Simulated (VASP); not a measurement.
CoSi2: single point with PBE

Crystal: CoSi2.

```
Co Si
1.0
     0.00000    2.68018    2.68018
     2.68018    0.00000    2.68018
     2.68018    2.68018    0.00000
Co Si
1 2
Direct
  0.98439 0.01561 0.98439
  0.28168 0.21832 0.25108
  0.75108 0.74892 0.78168
```

This cell differs from its parent crystal: atoms displaced along several vibrational modes.

```yaml
Program: VASP 6.6.1
Task: single point
Functional: PBE
Potentials_or_basis: VASP PAW PBE potentials, release 64 (Co, Si)
Cutoff: 520 eV
k_mesh: 12 × 12 × 12
Occupations: gaussian, width 0.15 eV
Spin: no spin polarisation
```

```yaml
Pressure: 3.2 GPa
Largest_force: 2.118 eV/Å
Band_gap_on_the_k_mesh: zero (an odd number of electrons rules out a gap without spin polarisation)
```

Forces in eV/Å, atoms in the order of the input:
```
Co   0.000  2.029  0.606
Si   0.979 -1.015 -0.303
Si  -0.979 -1.015 -0.303
```

Stress tensor (GPa, compression positive):
```
4.53 0.00 0.00
0.00 1.81 6.28
0.00 6.28 3.23
```

Levels at points of the mesh, in eV from the Fermi level:
```tsv
k point	band 7	band 8	band 9	band 10	band 11	band 12
(0.00, 0.00, 0.00)	0.63	2.79	2.97	3.19	3.50	3.81
(0.50, 0.00, 0.00)	-1.71	-0.86	-0.21	2.47	3.45	3.77
(0.00, 0.50, 0.00)	-1.61	-0.61	0.14	2.24	3.14	3.69
(0.50, 0.50, 0.00)	-2.07	-1.74	-1.37	1.49	2.82	8.50
(0.00, 0.50, 0.50)	-1.88	-1.87	-1.40	1.47	2.88	8.52
(0.50, 0.00, 0.50)	-1.90	-1.68	-1.41	1.48	2.81	8.62
```

It took 3.2 min on 1 thread of AMD EPYC 7R13 Processor (Zen 3), with other jobs on the host, peak memory 0.36 GiB.

Caveat: the cell differs from its parent crystal (atoms displaced along several vibrational modes); the cell stands under pressure; an odd number of electrons without spin polarisation forces a metal; a magnetic or distorted state may lie lower. Spin polarisation is off, so any magnetic state and its effect on volume and gap are missing.
